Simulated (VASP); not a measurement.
Here is a VASP 6.6.1 calculation.

File INCAR:

```
ALGO = Normal ; EDIFF = 1E-8
ENCUT = 520 ; ISIF = 2
ISMEAR = -1 ; LASPH = True
LCHARG = False ; LEFG = True
LREAL = False ; LWAVE = False
NBANDS = 32 ; NELM = 60
PREC = Accurate ; SIGMA = 0.08
```

KPOINTS

```
k-points
0
Gamma
  8 8 8
```

The input POSCAR:

```
Bi2Te3
1.0
    2.1786529834      1.2578458864      9.8122390614
   -2.1786529834      1.2578458864      9.8122390614
    0.0000000000     -2.5156917729      9.8122390614
Bi Te
2 3
Direct
    0.8120000000      0.8120000000      0.8120000000
    0.4020000000      0.4020000000      0.4020000000
    0.6110000000      0.6110000000      0.6110000000
    0.2000000000      0.2000000000      0.2000000000
    0.0000000000      0.0000000000      0.0000000000
```

Potentials or basis: VASP PAW LDA potentials, release 64 (Bi_d, Te).

Launch:

```console
$ cat potpaw_LDA.64/Bi_d/POTCAR potpaw_LDA.64/Te/POTCAR > POTCAR
$ mpirun -np 1 vasp_std > vasp.out
```

Predict the pressure.

0.3 GPa.

Predict the band gap on the k mesh.

zero (bands 24 and 25 overlap by 0.19 eV).

Predict the largest force.

1.296 eV/Å.

Electric field gradients, principal values (V/Å²):
```
atom    least   middle  greatest (by size)
1 Bi   21.806   21.806             -43.613
2 Bi   -3.304   -3.304               6.607
3 Te   -3.827   -3.827               7.655
4 Te   -6.883   -6.883              13.766
5 Te  -11.385  -11.385              22.770
```

Caveat: without QUAD_EFG the Cq values of the log hold for a quadrupole moment of 1 mb, not for the nuclei; spin-orbit coupling is left out, which moves the levels of the heavy elements; forces of over 1 eV/Å act on the atoms, so gaps and moduli don't describe the material at rest.
